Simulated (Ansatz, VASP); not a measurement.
**One calculation of WSe2, two programs**

Contents of INCAR:

```
SYSTEM = WSe2
  PREC = Accurate
  ENCUT = 520
  EDIFF = 1E-6
  ISMEAR = 0
  SIGMA = 0.05
  LREAL = .False.
  LASPH = .True.
  NELM = 100
  ALGO = Normal
  ISIF = 2
  LWAVE = .False.
  LCHARG = .False.
  GGA = PE
  IVDW = 12
  NBANDS = 20
```

File KPOINTS:

```
regular mesh
0
Gamma
  9 9 4
  0 0 0
```

File POSCAR:

```
WSe2
1.0
    3.4347696443      0.0000000000      0.0000000000
   -1.7173848222      2.9745977681      0.0000000000
    0.0000000000      0.0000000000      6.3845498149
W Se
1 2
Direct
    0.0000000000      0.0000000000      0.0000000000
    0.3333333333      0.6666666667      0.2643480231
    0.3333333333      0.6666666667      0.7356519769
```

Input for Ansatz:

```yaml
crystal:
  lattice:
    - [3.4347696443, 0.0, 0.0]
    - [-1.7173848222, 2.9745977681, 0.0]
    - [0.0, 0.0, 6.3845498149]
  atoms:
    - { symbol: W, position: [0.0, 0.0, 0.0] }
    - { symbol: Se, position: [0.3333333333, 0.6666666667, 0.2643480231] }
    - { symbol: Se, position: [0.3333333333, 0.6666666667, 0.7356519769] }
basis:
  ecutwfc: 420
kpoints:
  mp_grid: { grid: [9, 9, 4] }
hamiltonian:
  xc: pbe
  pseudopotentials: { kind: paw, azcp: { folder: soft_1 } }
  dispersion: d3bj
scf:
  occupations: { method: gaussian, width: 0.05 }
output:
  forces: true
  stress: true
  eigenvalues: true
  write_density: true
  write_potential: true
  elf: true
  volumetric_format: npy
```

Alike in both runs: task single point; functional PBE; dispersion D3(BJ); k mesh 9 × 9 × 4; occupations gaussian, width 0.05 eV; no spin polarisation.

|  | VASP | Ansatz |
| --- | --- | --- |
| version | VASP 6.6.1 | Ansatz 0.2.0 |
| potentials or method | VASP PAW PBE potentials, release 64 (W_sv, Se), cutoff 520 eV | scalar-relativistic, plane waves, PAW |
| valence electrons in the cell | 26 | 46 |

```tsv
	VASP	Ansatz	Ansatz less VASP
gap on the k mesh at the Fermi level (eV)	0.59	0.60	+0.007
least direct gap on the mesh (eV)	1.15	1.16	+0.003
pressure (GPa)	-7.3	-7.6	-0.23
traceless stress, the component that is largest in VASP (GPa)	7.60	7.54	-0.056
rms of the force components (eV/Å)	0.742	0.758	+0.0162
```

Atom by atom the forces differ by 0.016 eV/Å (rms over components). VASP's potentials hold 26 valence electrons a cell and Ansatz's 46, so a difference there can come from the potentials and not from the codes.

Spin-orbit coupling is off throughout.
